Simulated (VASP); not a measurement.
Runs of VASP 6.6.1 on TiB2. The structure is that of space group P6/mmm (No. 191), or close to it. The cells are those of the table. 

```csv
cell,gap on the mesh (eV),pressure (GPa)
"a = 3.009, b = 3.009, c = 3.207 Å, angles 90.0, 90.0, 120.0°, 3 atoms",none,-5.8
"a = 2.988, b = 2.988, c = 3.185 Å, angles 90.0, 90.0, 120.0°, 3 atoms",none,(a)
"a = 3.049, b = 3.049, c = 3.250 Å, angles 90.0, 90.0, 120.0°, 3 atoms",none,-15.3
"a = 3.029, b = 3.029, c = 3.228 Å, angles 90.0, 90.0, 120.0°, 3 atoms",none,-10.8
"a = 3.089, b = 3.089, c = 3.292 Å, angles 90.0, 90.0, 120.0°, 3 atoms",none,-23.1
"a = 2.967, b = 2.967, c = 3.162 Å, angles 90.0, 90.0, 120.0°, 3 atoms",none,5.9
"a = 3.069, b = 3.069, c = 3.271 Å, angles 90.0, 90.0, 120.0°, 3 atoms",none,(b)
```

Alike in all rows: task single point; level LDA; potentials or basis VASP PAW LDA potentials, release 64 (Ti_sv, B); no spin polarisation; k mesh 11 × 11 × 9; cutoff (eV) 520; smearing methfessel-paxton 0.15 eV.

Task: Fill in the values left out.

Result: (a) -0.2; (b) -19.4.

A gap of «none» marks levels without a gap at the run's occupations.
